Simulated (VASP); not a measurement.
# HfN (I4/mmm) in VASP: single point with PBE

Aim: the single point of HfN with PBE.

Program: VASP 6.6.1. These are calculated values, not measurements. Logs are shortened: lines on timing, memory, paths and dates and some standing lists are left out, and cuts for length are marked.

**1. The cell of the first run**

The typed cell holds 2 atoms: a = 3.216 Å, b = 3.215 Å, c = 3.215 Å, α = 60.01°, β = 60.00°, γ = 60.00°.

**2. Single point, PBE**

INCAR

```
PREC = Accurate
ENCUT = 520
EDIFF = 1E-7
ISMEAR = 0
SIGMA = 0.15
LREAL = F
LASPH = T
NELM = 80
ALGO = Normal
ISIF = 2
LWAVE = F
LCHARG = F
GGA = PE
NBANDS = 14
```

KPOINTS

```
regular mesh
0
Gamma
  12 12 12
```

POSCAR

```
HfN
1.0
   -0.0000002927      2.2738604617      2.2737192075
    2.2734329403     -0.0000073913      2.2737263061
    2.2734230625      2.2738576824      0.0000024865
Hf N
1 1
Direct
   -0.0000039251      0.0000134648     -0.0000065074
    0.5000039251      0.4999865352      0.5000065074
```

Potentials or basis: VASP PAW PBE potentials, release 64 (Hf_pv, N).

Started as:

```console
$ cat potpaw_PBE.64/Hf_pv/POTCAR potpaw_PBE.64/N/POTCAR > POTCAR
$ mpirun -np 1 vasp_std > vasp.out
```

OUTCAR:

```text
PREC = Accurate
   ENCUT = 520
   EDIFF = 1E-7
   ISMEAR = 0
   LREAL = F
   LASPH = T
   NELM = 80
   ISIF = 2
   GGA = PE

 ion  position               nearest neighbor table
   1  1.000  0.000  1.000-   2 2.27   2 2.27   2 2.27   2 2.27   2 2.27   2 2.27
   2  0.500  0.500  0.500-   1 2.27   1 2.27   1 2.27   1 2.27   1 2.27   1 2.27

  LATTYP: Found a face centered orthorhombic cell.
 ALAT       =     4.5468562955
 B/A-ratio  =     1.0001290412
 C/A-ratio  =     1.0001911738

  Lattice vectors:

 A1 = (  -0.0000098778,   2.2738650737,  -2.2737238196)
 A2 = (   2.2734230625,   2.2738576824,   0.0000024865)
 A3 = (   2.2734233552,  -0.0000027793,  -2.2737167210)

Analysis of symmetry for initial positions (statically):
=====================================================================
 Subroutine PRICEL returns:
 Original cell was already a primitive cell.

 Routine SETGRP: Setting up the symmetry group for a
 face centered orthorhombic supercell.

 Subroutine GETGRP returns: Found  1 space group operations
 (whereof  1 operations were pure point group operations)
 out of a pool of  8 trial point group operations.

The static configuration has the point symmetry C_1 .

Analysis of symmetry for dynamics (positions and initial velocities):
=====================================================================
 Subroutine PRICEL returns:
 Original cell was already a primitive cell.

 Routine SETGRP: Setting up the symmetry group for a
 face centered orthorhombic supercell.

 Subroutine GETGRP returns: Found  1 space group operations
 (whereof  1 operations were pure point group operations)
 out of a pool of  8 trial point group operations.

The dynamic configuration has the point symmetry C_1 .

 Subroutine INISYM returns: Found  1 space group operations
 (whereof  1 operations are pure point group operations),
 and found     1 'primitive' translations

----------------------------------------------------------------------------------------

                                     Primitive cell

  volume of cell :      23.5078

  direct lattice vectors                    reciprocal lattice vectors
    -0.000000293  2.273860462  2.273719208    -0.219932148  0.219889870  0.219904486
     2.273432940 -0.000007391  2.273726306     0.219931221 -0.219889424  0.219903113
     2.273423063  2.273857682  0.000002486     0.219933132  0.219890408 -0.219904040

  length of vectors
     3.215624424  3.215327145  3.215413065     0.380893276  0.380891690  0.380893897

  position of ions in fractional coordinates (direct lattice)
     0.999996075  0.000013465  0.999993493
     0.500003925  0.499986535  0.500006507

  ion indices of the primitive-cell ions
   primitive index   ion index
                 1           1
                 2           2

----------------------------------------------------------------------------------------

 KPOINTS: regular mesh

Automatic generation of k-mesh.
 Grid dimensions read from file:
 generate k-points for:   12   12   12

 Generating k-lattice:

  Cartesian coordinates                     Fractional coordinates (reciprocal lattice)
    -0.018327679  0.018324156  0.018325374     0.083333333 -0.000000000 -0.000000000
     0.018327602 -0.018324119  0.018325259     0.000000000  0.083333333 -0.000000000
     0.018327761  0.018324201 -0.018325337     0.000000000  0.000000000  0.083333333

  Length of vectors
     0.031741106  0.031740974  0.031741158

  Shift w.r.t. Gamma in fractional coordinates (k-lattice)
     0.000000000  0.000000000  0.000000000

 Subroutine IBZKPT returns following result:
 ===========================================

 Found    868 irreducible k-points:

 Following reciprocal coordinates:
            Coordinates               Weight
  0.000000  0.000000  0.000000      1.000000
  0.083333  0.000000  0.000000      2.000000
 -0.083333 -0.083333 -0.083333      2.000000
 -0.000000  0.083333  0.000000      2.000000
 -0.000000 -0.000000  0.083333      2.000000
  0.166667  0.000000  0.000000      2.000000
[... 16 lines left out ...]
  0.500000  0.500000  0.500000      1.000000
  0.000000  0.500000 -0.000000      1.000000
 [... further k-points ...]
   k-points           NKPTS =    868   k-points in BZ     NKDIM =    868   number of bands    NBANDS=     14
   number of dos      NEDOS =    301   number of ions     NIONS =      2
   total plane-waves  NPLWV =  13824
   dimension x,y,z NGX =    24 NGY =   24 NGZ =   24
   dimension x,y,z NGXF=    48 NGYF=   48 NGZF=   48
   ions per type =               1   1
   NGX,Y,Z   is equivalent  to a cutoff of  12.41, 12.41, 12.41 a.u.
   NGXF,Y,Z  is equivalent  to a cutoff of  24.82, 24.82, 24.82 a.u.
 SYSTEM =  unknown system
   PREC   = accura    normal or accurate (medium, high low for compatibility)
   ISTART =      0    job   : 0-new  1-cont  2-samecut
   ICHARG =      2    charge: 1-file 2-atom 10-const
   ISPIN  =      1    spin polarized calculation?
   LNONCOLLINEAR =      F non collinear calculations
   LSORBIT =      F    spin-orbit coupling
   LASPH  =      T    aspherical Exc in radial PAW
   ENCUT  =  520.0 eV  38.22 Ry    6.18 a.u.   5.98  5.98  5.98*2*pi/ulx,y,z
   NELM   =     80;   NELMIN=  2; NELMDL= -5     # of ELM steps
   EDIFF  = 0.1E-06   stopping-criterion for ELM
   LREAL  =      F    real-space projection
   EDIFFG = 0.1E-05   stopping-criterion for IOM
   NSW    =      0    number of steps for IOM
   IBRION =     -1    ionic relax: 0-MD 1-quasi-New 2-CG
   NFREE  =      0    steps in history (QN), initial steepest desc. (CG)
   ISIF   =      2    stress and relaxation
   ISYM   =      2    0-nonsym 1-usesym 2-fastsym
   POTIM  = 0.5000    time-step for ionic-motion
   TEBEG  =    0.0;   TEEND  =   0.0 temperature during run
   PSTRESS=    0.0 pullay stress
   NELECT =      15.0000    total number of electrons
   NUPDOWN=      -1.0000    fix difference up-down
   EMIN   =  10.00;   EMAX   =-10.00  energy-range for DOS
   EFERMI =   0.00;   METHOD = LEGACY
   ISMEAR =     0;   SIGMA  =   0.15  broadening in eV -4-tet -1-fermi 0-gaus
   EFERMI_NEDOS =   21; number of points for ismear=-14 and -15
   IALGO  =     38    algorithm
   IMIX   =      4    mixing-type and parameters
     AMIX     =   0.40;   BMIX     =  1.00
     AMIX_MAG =   1.60;   BMIX_MAG =  1.00
  volume/ion in A,a.u.               =      11.75        79.32
  Fermi-wavevector in a.u.,A,eV,Ry     =   1.409400  2.663380 27.026735  1.986409
  Thomas-Fermi vector in A             =   2.531460
   LORBIT       =      0    0 simple, 1 ext, 2 COOP (PROOUT), +10 PAW based schemes
   GGA     = PE    functional components
   LHFCALC =     F    Hartree Fock is set to
   AEXX    =    0.0000 exact exchange contribution
   IVDW    =     0    specifies the selected vdW correction
   LEPSILON=     F    determine dielectric tensor
   LRPA    =     F    only Hartree local field effects (RPA)
 non-spin polarized calculation
 Gauss-broadening in eV      SIGMA  =   0.15
  energy-cutoff  :      520.00
  volume of cell :       23.51
 maximum number of plane-waves:       648
   NGX = 11   NGY = 11   NGZ = 11

 number of electron      15.0000000 magnetization

 Free energy of the ion-electron system (eV)
  ---------------------------------------------------
  ext. energy  EPLUGINS =         0.00000000
  ---------------------------------------------------
  free energy    TOTEN  =       -21.76570325 eV

  energy without entropy =      -21.76169706  energy(sigma->0) =      -21.76370015

 E-fermi :   8.2276     XC(G=0): -12.6308

 val. band max:        8.1795161040   @ k =   0.0833   0.1667   0.0833
 cond. band min:       8.3030465287   @ k =   0.4167   0.2500   0.1667
 fundamental gap:      0.1235304247
 Fermi energy:         8.2276442004

 k-point     1 :       0.0000    0.0000    0.0000
  band No.  band energies     occupation
      1     -23.0147      2.00000
      2     -23.0146      2.00000
      3     -23.0144      2.00000
      4      -9.1857      2.00000
      5       5.2029      2.00000
      6       5.2032      2.00000
      7       5.2038      2.00000
      8       7.8763      1.99908
      9       7.8770      1.99905
     10       7.8784      1.99901
     11       9.8237      0.00000
     12      10.1339      0.00000
     13      10.1364      0.00000
     14      17.7308      0.00000

 k-point     2 :       0.0833    0.0000    0.0000
  band No.  band energies     occupation
      1     -23.0798      2.00000
      2     -23.0202      2.00000
      3     -23.0200      2.00000
      4      -9.0331      2.00000
      5       4.5328      2.00000
      6       4.8195      2.00000
      7       4.8200      2.00000
      8       8.0426      1.91896
      9       8.1030      1.75991
     10       8.1041      1.75599
     11      10.3320      0.00000
     12      10.6443      0.00000
     13      10.6469      0.00000
     14      18.2569      0.00000

 k-point     3 :      -0.0833   -0.0833   -0.0833
  band No.  band energies     occupation
      1     -23.0798      2.00000
      2     -23.0202      2.00000
      3     -23.0200      2.00000
      4      -9.0331      2.00000
      5       4.5328      2.00000
      6       4.8195      2.00000
      7       4.8200      2.00000
      8       8.0426      1.91895
      9       8.1030      1.76000
     10       8.1041      1.75592
     11      10.3320      0.00000
     12      10.6443      0.00000
     13      10.6469      0.00000
     14      18.2569      0.00000
[... 324 lines left out ...]
 k-point    23 :       0.5000    0.5000    0.5000
  band No.  band energies     occupation
      1     -23.9035      2.00000
      2     -23.0963      2.00000
      3     -23.0959      2.00000
      4      -6.5744      2.00000
      5      -0.5623      2.00000
      6       2.1235      2.00000
      7       2.1237      2.00000
      8      11.4002      0.00000
      9      11.8192      0.00000
     10      11.8204      0.00000
     11      12.5379      0.00000
     12      16.8137      0.00000
     13      16.8177      0.00000
     14      19.9427      0.00000

 k-point    24 :       0.0000    0.5000   -0.0000
  band No.  band energies     occupation
      1     -23.9035      2.00000
      2     -23.0963      2.00000
      3     -23.0959      2.00000
      4      -6.5745      2.00000
      5      -0.5623      2.00000
      6       2.1235      2.00000
      7       2.1237      2.00000
      8      11.4001      0.00000
      9      11.8192      0.00000
     10      11.8203      0.00000
     11      12.5379      0.00000
     12      16.8137      0.00000
     13      16.8177      0.00000
     14      19.9427      0.00000

 [... further k-points ...]

------------------------ aborting loop because EDIFF is reached ----------------------------------------

  FORCE on cell =-STRESS in cart. coord.  units (eV):
  Direction    XX          YY          ZZ          XY          YZ          ZX
  --------------------------------------------------------------------------------------
  -------------------------------------------------------------------------------------
  Total       -0.3334452     -0.3471090     -0.3426782      0.0000861      0.0000392     -0.0000792
  in kB      -22.7259657    -23.6572220    -23.3552384      0.0058712      0.0026730     -0.0053957
  external PRESSURE =     -23.2461420 kB  Pullay stress =       0.0000000 kB

 VOLUME and BASIS-vectors are now :
 -----------------------------------------------------------------------------
  energy-cutoff  :      520.00
  volume of cell :       23.51
      direct lattice vectors                 reciprocal lattice vectors
    -0.000000293  2.273860462  2.273719208    -0.219932148  0.219889870  0.219904486
     2.273432940 -0.000007391  2.273726306     0.219931221 -0.219889424  0.219903113
     2.273423063  2.273857682  0.000002486     0.219933132  0.219890408 -0.219904040

 POSITION                                       TOTAL-FORCE (eV/Angst)
 -----------------------------------------------------------------------------------
      2.27344      4.54769      2.27374        -0.000349      0.000522     -0.000478
      2.27341      2.27388      2.27370         0.000349     -0.000522      0.000478
 -----------------------------------------------------------------------------------
    total drift:                               -0.000000      0.000000     -0.000000

  FREE ENERGIE OF THE ION-ELECTRON SYSTEM (eV)
  ---------------------------------------------------
  free  energy   TOTEN  =       -21.7657032502 eV

  energy  without entropy=      -21.7616970571  energy(sigma->0) =      -21.76370015
```

Run time: 2 min. Hardware: 1 thread of Intel Xeon Platinum 8488C (Sapphire Rapids), shared host; peak memory 0.39 GiB.

Results:

```yaml
Free_energy: -21.7657 eV
Pressure: -2.3 GPa
Band_gap_on_the_k_mesh: zero (an odd number of electrons rules out a gap without spin polarisation)
```

Stress tensor (GPa, compression positive):
```
-2.27  0.00  0.00
 0.00 -2.37  0.00
 0.00  0.00 -2.34
```

Caveat: spin-orbit coupling is left out, which moves the levels of the heavy elements.
